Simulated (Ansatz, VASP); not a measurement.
Ru: VASP beside Ansatz

```
CELL_PARAMETERS angstrom
2.72003 0.00000 0.00000
-1.36001 2.35561 0.00000
0.00000 0.00000 4.29677
ATOMIC_POSITIONS crystal
Ru 0.33333 0.66667 0.25000
Ru 0.66667 0.33333 0.75000
```

Alike in both runs: functional PBE; k mesh 18 × 18 × 10; occupations gaussian, width 0.1 eV; no spin polarisation.

Ansatz relaxed the structure, and its values are those at the end. VASP's run is a single point on that final structure, the one shown.

```csv
,VASP,Ansatz
version,VASP 6.6.1,Ansatz 0.2.0
potentials or method,"VASP PAW PBE potentials, release 64 (Ru_pv), cutoff 520 eV","scalar-relativistic, plane waves, PAW"
valence electrons in the cell,28,32
```

|  | VASP | Ansatz | Ansatz less VASP |
| --- | --- | --- | --- |
| gap on the k mesh at the Fermi level (eV) | none | none | - |
| pressure (GPa) | -0.1 | 0.0 | +0.10 |

A gap of «none» marks a metal or a gap that the smearing closes. With one functional, cell and mesh, what is left measures potentials, basis and numerics. VASP's potentials hold 28 valence electrons a cell and Ansatz's 32, so a difference there can come from the potentials and not from the codes.
